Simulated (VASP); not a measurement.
Cd:

```
Cd
1.0
     2.97887    0.00000    0.00000
    -1.48944    2.57978    0.00000
     0.00000    0.00000    5.61765
Cd
2
Direct
  0.33333 0.66667 0.25000
  0.66667 0.33333 0.75000
```

```yaml
Program: VASP 6.6.1
Task: relaxation of cell and atoms
Functional: LDA
Potentials_or_basis: VASP PAW LDA potentials, release 64 (Cd)
Cutoff: 600 eV
k_mesh: 17 × 17 × 8
Occupations: methfessel-paxton, width 0.05 eV
Spin: no spin polarisation
```

At the start: pressure -4.0 GPa; volume 21.59 Å³/atom.

Where does the relaxation end?

Over 5 steps the energy falls by 18.7 meV/atom and the volume is 20.16 Å³/atom (-6.6 %); space group P6_3/mmc (No. 194, to 0.1 Å) before and after.

The path:
```csv
step,energy change (eV),largest force (eV/Å),pressure (GPa),volume (Å³)
1,0.0000,0.0000,-3.97,43.17
2,-0.0338,0.0000,1.14,39.91
3,-0.0361,0.0000,-0.06,40.52
4,-0.0371,0.0000,-0.01,40.43
5,-0.0374,0.0000,0.04,40.33
```

Final structure:
```
Cd
1.0
     2.92022    0.00000    0.00000
    -1.46011    2.52898    0.00000
     0.00000    0.00000    5.46078
Cd
2
Direct
  0.33333 0.66667 0.25000
  0.66667 0.33333 0.75000
```
